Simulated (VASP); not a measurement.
Write the native input for VASP 6.6.1 that does the following.

* Task: single point
* Functional: PBE
* Potentials or basis: VASP PAW PBE potentials, release 64 (B, N)
* Cutoff: 520 eV
* k mesh: 12 × 12 × 12
* Occupations: gaussian, width 0.05 eV
* Spin: no spin polarisation
* Dipole correction: no
* Further INCAR settings: ALGO = Normal; EDIFF = 1e-06; NBANDS = 11

The structure of BN lies in POSCAR:

```
BN
1.0
    0.0000000000      1.8130010000      1.8130010000
    1.8130010000      0.0000000000      1.8130010000
    1.8130010000      1.8130010000      0.0000000000
B N
1 1
Direct
   -0.0243762545      0.0243762545      0.0000000000
    0.7500000000      0.7500000000      0.7500000000
```

This cell differs from its parent crystal: all B atoms moved +0.062 Å, as atom 1 along Cartesian [1 -1 0].

These files were run (other wordings do the same):

INCAR

```
  PREC = Accurate
  ENCUT = 520
  EDIFF = 1E-6
  ISMEAR = 0
  SIGMA = 0.05
  LREAL = False
  LASPH = True
  NELM = 60
  ALGO = Normal
  ISIF = 2
  LWAVE = False
  LCHARG = False
  GGA = PE
  NBANDS = 11
```

KPOINTS

```
regular mesh
0
Gamma
  12 12 12
```

Potentials or basis: VASP PAW PBE potentials, release 64 (B, N).

The run is started by

```console
$ cat potpaw_PBE.64/B/POTCAR potpaw_PBE.64/N/POTCAR > POTCAR
$ mpirun -np 1 vasp_std > vasp.out
```

It gave:

```yaml
Pressure: 0.9 GPa
Largest_force: 1.491 eV/Å
Band_gap_on_the_k_mesh: 3.88 eV, indirect (least direct gap 7.86 eV)
```

Caveat: the cell differs from its parent crystal (all B atoms moved +0.062 Å, as atom 1 along Cartesian [1 -1 0]); forces of over 1 eV/Å act on the atoms, so gaps and moduli don't describe the material at rest.

Run time: 29 s on 1 thread of Intel(R) Xeon(R) Platinum 8488C (Sapphire Rapids), on a shared host, peak memory 0.17 GiB.
